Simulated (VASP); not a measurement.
# CoSi (rocksalt type) (Fm-3m) in VASP: single point with r2SCAN

Aim: the single point of CoSi (rocksalt type) with r2SCAN.

All numbers are computed with VASP 6.6.1; they aren't measurements. Logs are shortened: lines on timing, memory, paths and dates and some standing lists are left out, and cuts for length are marked.

## Step 1: The cell of the first run

Symmetry: Fm-3m, No. 225, cubic system. Conventional cell: a = 3.794 Å, b = 3.794 Å, c = 3.794 Å, α = 90.00°, β = 90.00°, γ = 90.00°. Within 2.5 Å of Co (site symmetry m-3m) lie 6 Si at 1.90 Å. Si (site symmetry m-3m) has 6 Co at 1.90 Å within 2.5 Å.

## Step 2: Single point, r2SCAN

Input file POSCAR:

```
CoSi
1.0
    0.0000000000      1.8969273970      1.8969273970
    1.8969273970      0.0000000000      1.8969273970
    1.8969273970      1.8969273970      0.0000000000
Co Si
1 1
Direct
    0.0000000000      0.0000000000      0.0000000000
    0.5000000000      0.5000000000      0.5000000000
```

Input file INCAR.step1:

```
SYSTEM = CoSi
PREC = Accurate
ENCUT = 660
ISMEAR = -1
SIGMA = 0.1
LREAL = .False.
LASPH = .True.
NELM = 120
NBANDS = 14
ISYM = 0
GGA = PE
ALGO = Normal
EDIFF = 1E-5
LWAVE = .True.
LCHARG = .False.
GGA_COMPAT = .False.
```

Input file INCAR.step2:

```
SYSTEM = CoSi
PREC = Accurate
ENCUT = 660
EDIFF = 1E-6
ISMEAR = -1
SIGMA = 0.1
LREAL = .False.
LASPH = .True.
NELM = 120
ALGO = Normal
ISIF = 2
LWAVE = .False.
LCHARG = .True.
METAGGA = R2SCAN
LMIXTAU = .True.
LELF = .True.
LVHAR = .True.
NBANDS = 14
ISYM = 0
ISTART = 1
GGA_COMPAT = .False.
```

Input file KPOINTS:

```
Automatic mesh
0
Gamma
  14 14 14
  0.5 0.5 0.5
```

Potentials or basis: VASP PAW PBE potentials, release 64 (Co, Si).

Launch:

```sh
> cat potpaw_PBE.64/Co/POTCAR potpaw_PBE.64/Si/POTCAR > POTCAR
> cp INCAR.step1 INCAR
> mpirun -np 1 vasp_std > vasp.out
> cp INCAR.step2 INCAR
> mpirun -np 1 vasp_std > vasp.out
```

OUTCAR:

```text
SYSTEM = CoSi
   PREC = Accurate
   ENCUT = 660
   EDIFF = 1E-6
   ISMEAR = -1
   LREAL = .False.
   LASPH = .True.
   NELM = 120
   ISIF = 2
   METAGGA = R2SCAN
   ISYM = 0
   ISTART = 1

 ion  position               nearest neighbor table
   1  0.000  0.000  0.000-   2 1.90   2 1.90   2 1.90   2 1.90   2 1.90   2 1.90
   2  0.500  0.500  0.500-   1 1.90   1 1.90   1 1.90   1 1.90   1 1.90   1 1.90

IMPORTANT INFORMATION: All symmetrisations will be switched off!
NOSYMM: (Re-)initialisation of all symmetry stuff for point group C_1.

----------------------------------------------------------------------------------------

                                     Primitive cell

  volume of cell :      13.6516

  direct lattice vectors                    reciprocal lattice vectors
     0.000000000  1.896927397  1.896927397    -0.263584152  0.263584152  0.263584152
     1.896927397  0.000000000  1.896927397     0.263584152 -0.263584152  0.263584152
     1.896927397  1.896927397  0.000000000     0.263584152  0.263584152 -0.263584152

  length of vectors
     2.682660452  2.682660452  2.682660452     0.456541144  0.456541144  0.456541144

  position of ions in fractional coordinates (direct lattice)
     0.000000000  0.000000000  0.000000000
     0.500000000  0.500000000  0.500000000

  ion indices of the primitive-cell ions
   primitive index   ion index
                 1           1
                 2           2

----------------------------------------------------------------------------------------

 KPOINTS: Automatic mesh

Automatic generation of k-mesh.
 Grid dimensions read from file:
 generate k-points for:   14   14   14

 Generating k-lattice:

  Cartesian coordinates                     Fractional coordinates (reciprocal lattice)
    -0.018827439  0.018827439  0.018827439     0.071428571  0.000000000  0.000000000
     0.018827439 -0.018827439  0.018827439     0.000000000  0.071428571  0.000000000
     0.018827439  0.018827439 -0.018827439     0.000000000  0.000000000  0.071428571

  Length of vectors
     0.032610082  0.032610082  0.032610082

  Shift w.r.t. Gamma in fractional coordinates (k-lattice)
     0.500000000  0.500000000  0.500000000

 Subroutine IBZKPT returns following result:
 ===========================================

 Found   5488 irreducible k-points:

 Following reciprocal coordinates:
            Coordinates               Weight
  0.035714  0.035714  0.035714      2.000000
  0.035714  0.000000  0.000000      2.000000
  0.000000  0.000000 -0.035714      2.000000
  0.000000  0.035714  0.000000      2.000000
  0.107143  0.035714  0.035714      2.000000
  0.035714  0.107143  0.035714      2.000000
[... 16 lines left out ...]
  0.000000  0.142857 -0.035714      2.000000
  0.142857  0.000000 -0.035714      2.000000
 [... further k-points ...]
   k-points           NKPTS =   5488   k-points in BZ     NKDIM =   5488   number of bands    NBANDS=     14
   number of dos      NEDOS =    301   number of ions     NIONS =      2
   total plane-waves  NPLWV =  13824
   dimension x,y,z NGX =    24 NGY =   24 NGZ =   24
   dimension x,y,z NGXF=    48 NGYF=   48 NGZF=   48
   ions per type =               1   1
   NGX,Y,Z   is equivalent  to a cutoff of  14.87, 14.87, 14.87 a.u.
   NGXF,Y,Z  is equivalent  to a cutoff of  29.75, 29.75, 29.75 a.u.
 SYSTEM =  CoSi
   PREC   = accura    normal or accurate (medium, high low for compatibility)
   ISTART =      1    job   : 0-new  1-cont  2-samecut
   ICHARG =      0    charge: 1-file 2-atom 10-const
   ISPIN  =      1    spin polarized calculation?
   LNONCOLLINEAR =      F non collinear calculations
   LSORBIT =      F    spin-orbit coupling
   LASPH  =      T    aspherical Exc in radial PAW
   ENCUT  =  660.0 eV  48.51 Ry    6.96 a.u.   5.62  5.62  5.62*2*pi/ulx,y,z
   NELM   =    120;   NELMIN=  2; NELMDL=  0     # of ELM steps
   EDIFF  = 0.1E-05   stopping-criterion for ELM
   LREAL  =      F    real-space projection
   EDIFFG = 0.1E-04   stopping-criterion for IOM
   NSW    =      0    number of steps for IOM
   IBRION =     -1    ionic relax: 0-MD 1-quasi-New 2-CG
   NFREE  =      0    steps in history (QN), initial steepest desc. (CG)
   ISIF   =      2    stress and relaxation
   ISYM   =      0    0-nonsym 1-usesym 2-fastsym
   POTIM  = 0.5000    time-step for ionic-motion
   TEBEG  =    0.0;   TEEND  =   0.0 temperature during run
   PSTRESS=    0.0 pullay stress
   NELECT =      13.0000    total number of electrons
   NUPDOWN=      -1.0000    fix difference up-down
   EMIN   =  10.00;   EMAX   =-10.00  energy-range for DOS
   EFERMI =   0.00;   METHOD = LEGACY
   ISMEAR =    -1;   SIGMA  =   0.10  broadening in eV -4-tet -1-fermi 0-gaus
   EFERMI_NEDOS =   21; number of points for ismear=-14 and -15
   IALGO  =     38    algorithm
   IMIX   =      4    mixing-type and parameters
     AMIX     =   0.40;   BMIX     =  1.00
     AMIX_MAG =   1.60;   BMIX_MAG =  1.00
  volume/ion in A,a.u.               =       6.83        46.06
  Fermi-wavevector in a.u.,A,eV,Ry     =   1.610628  3.043646 35.295179  2.594123
  Thomas-Fermi vector in A             =   2.706148
   LORBIT       =      0    0 simple, 1 ext, 2 COOP (PROOUT), +10 PAW based schemes
   METAGGA = R2SCAN    functional components
   LHFCALC =     F    Hartree Fock is set to
   AEXX    =    0.0000 exact exchange contribution
   IVDW    =     0    specifies the selected vdW correction
   LEPSILON=     F    determine dielectric tensor
   LRPA    =     F    only Hartree local field effects (RPA)
 non-spin polarized calculation
  energy-cutoff  :      660.00
  volume of cell :       13.65
 maximum number of plane-waves:       537
   NGX = 11   NGY = 11   NGZ = 11

 number of electron      12.9999999 magnetization

 Free energy of the ion-electron system (eV)
  ---------------------------------------------------
  ext. energy  EPLUGINS =         0.00000000
  ---------------------------------------------------
  free energy    TOTEN  =       -13.81228461 eV

  energy without entropy =      -13.79221248  energy(sigma->0) =      -13.80224854

 E-fermi :  21.6403     XC(G=0): -16.6161

 val. band max:       21.6155280046   @ k =   0.4643   0.0714   0.5000
 cond. band min:      21.6537424803   @ k =  -0.3214   0.5000  -0.0714
 fundamental gap:      0.0382144757
 Fermi energy:        21.6402959659

 k-point     1 :       0.0357    0.0357    0.0357
  band No.  band energies     occupation
      1       2.4533      2.00000
      2      15.6291      2.00000
      3      15.6878      2.00000
      4      15.6878      2.00000
      5      16.4055      2.00000
      6      16.4055      2.00000
      7      30.2965      0.00000
      8      30.5049      0.00000
      9      30.5049      0.00000
     10      33.7374      0.00000
     11      36.2285      0.00000
     12      36.2285      0.00000
     13      36.5593      0.00000
     14      43.6806      0.00000

 k-point     2 :       0.0357    0.0000    0.0000
  band No.  band energies     occupation
      1       2.4533      2.00000
      2      15.6291      2.00000
      3      15.6878      2.00000
      4      15.6878      2.00000
      5      16.4055      2.00000
      6      16.4055      2.00000
      7      30.2965      0.00000
      8      30.5049      0.00000
      9      30.5049      0.00000
     10      33.7374      0.00000
     11      36.2285      0.00000
     12      36.2285      0.00000
     13      36.5593      0.00000
     14      43.6806      0.00000

 k-point     3 :       0.0000    0.0000   -0.0357
  band No.  band energies     occupation
      1       2.4533      2.00000
      2      15.6291      2.00000
      3      15.6878      2.00000
      4      15.6878      2.00000
      5      16.4055      2.00000
      6      16.4055      2.00000
      7      30.2965      0.00000
      8      30.5049      0.00000
      9      30.5049      0.00000
     10      33.7374      0.00000
     11      36.2285      0.00000
     12      36.2285      0.00000
     13      36.5593      0.00000
     14      43.6806      0.00000

 k-point     4 :       0.0000    0.0357    0.0000
  band No.  band energies     occupation
      1       2.4533      2.00000
      2      15.6291      2.00000
      3      15.6878      2.00000
      4      15.6878      2.00000
      5      16.4055      2.00000
      6      16.4055      2.00000
      7      30.2965      0.00000
      8      30.5049      0.00000
      9      30.5049      0.00000
     10      33.7374      0.00000
     11      36.2285      0.00000
     12      36.2285      0.00000
     13      36.5593      0.00000
     14      43.6806      0.00000

 k-point     5 :       0.1071    0.0357    0.0357
  band No.  band energies     occupation
      1       2.6889      2.00000
      2      15.4234      2.00000
      3      15.7396      2.00000
      4      15.7832      2.00000
      5      16.2866      2.00000
      6      16.4354      2.00000
      7      29.5600      0.00000
      8      30.1743      0.00000
      9      30.9087      0.00000
     10      33.2954      0.00000
     11      36.2469      0.00000
     12      36.3266      0.00000
     13      37.8305      0.00000
     14      41.7683      0.00000

 k-point     6 :       0.0357    0.1071    0.0357
  band No.  band energies     occupation
      1       2.6889      2.00000
      2      15.4234      2.00000
      3      15.7396      2.00000
      4      15.7832      2.00000
      5      16.2866      2.00000
      6      16.4354      2.00000
      7      29.5600      0.00000
      8      30.1743      0.00000
      9      30.9087      0.00000
     10      33.2954      0.00000
     11      36.2469      0.00000
     12      36.3266      0.00000
     13      37.8305      0.00000
     14      41.7683      0.00000

 k-point     7 :       0.0357    0.0357    0.1071
  band No.  band energies     occupation
      1       2.6889      2.00000
      2      15.4234      2.00000
      3      15.7396      2.00000
      4      15.7832      2.00000
      5      16.2866      2.00000
      6      16.4354      2.00000
      7      29.5600      0.00000
      8      30.1743      0.00000
      9      30.9087      0.00000
     10      33.2954      0.00000
     11      36.2469      0.00000
     12      36.3266      0.00000
     13      37.8305      0.00000
     14      41.7683      0.00000
[... 205 lines left out ...]
 k-point    20 :       0.0357    0.0000   -0.1429
  band No.  band energies     occupation
      1       3.2682      2.00000
      2      14.9333      2.00000
      3      15.7030      2.00000
      4      15.7791      2.00000
      5      16.3487      2.00000
      6      16.6117      2.00000
      7      27.7382      0.00000
      8      30.1411      0.00000
      9      31.4200      0.00000
     10      32.9968      0.00000
     11      36.2456      0.00000
     12      36.3123      0.00000
     13      39.6425      0.00000
     14      39.9804      0.00000

 k-point    21 :       0.1786    0.1429    0.1429
  band No.  band energies     occupation
      1       3.2682      2.00000
      2      14.9334      2.00000
      3      15.7030      2.00000
      4      15.7791      2.00000
      5      16.3487      2.00000
      6      16.6117      2.00000
      7      27.7382      0.00000
      8      30.1411      0.00000
      9      31.4200      0.00000
     10      32.9968      0.00000
     11      36.2456      0.00000
     12      36.3123      0.00000
     13      39.6425      0.00000
     14      39.9804      0.00000

 k-point    22 :       0.0357   -0.1429    0.0000
  band No.  band energies     occupation
      1       3.2682      2.00000
      2      14.9333      2.00000
      3      15.7030      2.00000
      4      15.7791      2.00000
      5      16.3487      2.00000
      6      16.6117      2.00000
      7      27.7382      0.00000
      8      30.1411      0.00000
      9      31.4200      0.00000
     10      32.9968      0.00000
     11      36.2456      0.00000
     12      36.3123      0.00000
     13      39.6425      0.00000
     14      39.9804      0.00000

 k-point    23 :       0.0000    0.1429   -0.0357
  band No.  band energies     occupation
      1       3.2682      2.00000
      2      14.9333      2.00000
      3      15.7030      2.00000
      4      15.7791      2.00000
      5      16.3487      2.00000
      6      16.6117      2.00000
      7      27.7382      0.00000
      8      30.1411      0.00000
      9      31.4200      0.00000
     10      32.9968      0.00000
     11      36.2456      0.00000
     12      36.3123      0.00000
     13      39.6425      0.00000
     14      39.9804      0.00000

 k-point    24 :       0.1429    0.0000   -0.0357
  band No.  band energies     occupation
      1       3.2682      2.00000
      2      14.9333      2.00000
      3      15.7030      2.00000
      4      15.7791      2.00000
      5      16.3487      2.00000
      6      16.6117      2.00000
      7      27.7382      0.00000
      8      30.1411      0.00000
      9      31.4200      0.00000
     10      32.9968      0.00000
     11      36.2456      0.00000
     12      36.3123      0.00000
     13      39.6425      0.00000
     14      39.9804      0.00000

 [... further k-points ...]
[... 5 lines left out ...]
  --------------------------------------------------------------------------------------
  -------------------------------------------------------------------------------------
  Total       31.4130302     31.4130301     31.4130303      0.0000090      0.0000090      0.0000089
  in kB     3686.7041862   3686.7041667   3686.7041885      0.0010590      0.0010596      0.0010470
  external PRESSURE =    3686.7041805 kB  Pullay stress =       0.0000000 kB

 VOLUME and BASIS-vectors are now :
 -----------------------------------------------------------------------------
  energy-cutoff  :      660.00
  volume of cell :       13.65
      direct lattice vectors                 reciprocal lattice vectors
     0.000000000  1.896927397  1.896927397    -0.263584152  0.263584152  0.263584152
     1.896927397  0.000000000  1.896927397     0.263584152 -0.263584152  0.263584152
     1.896927397  1.896927397  0.000000000     0.263584152  0.263584152 -0.263584152

 POSITION                                       TOTAL-FORCE (eV/Angst)
 -----------------------------------------------------------------------------------
      0.00000      0.00000      0.00000        -0.000000      0.000000      0.000000
      1.89693      1.89693      1.89693         0.000000     -0.000000     -0.000000
 -----------------------------------------------------------------------------------
    total drift:                               -0.000000      0.000000      0.000000

  FREE ENERGIE OF THE ION-ELECTRON SYSTEM (eV)
  ---------------------------------------------------
  free  energy   TOTEN  =       -13.8122846105 eV

  energy  without entropy=      -13.7922124784  energy(sigma->0) =      -13.80224854
```

It took 23 min on 1 thread of Intel Xeon 6975P-C (Granite Rapids), shared host; peak memory 1.5 GiB.

Results:

* Free energy: -13.8123 eV
* Pressure: 368.7 GPa
* Band gap on the k mesh: zero (an odd number of electrons rules out a gap without spin polarisation)

Levels at points of the mesh, in eV from the Fermi level:
```
           k point  band 2  band 3  band 4  band 5  band 6  band 7  band 8  band 9  band 10  band 11
(0.04, 0.04, 0.04)   -6.01   -5.95   -5.95   -5.23   -5.23    8.66    8.86    8.86    12.10    14.59
```

Caveat: the cell stands under pressure; the PAW data sets were made with another functional, which shifts forces and pressure a little; the run has no spin polarisation, though such a crystal can be magnetic.

The gap in the log of VASP goes by the Fermi energy; the results here count the filled bands.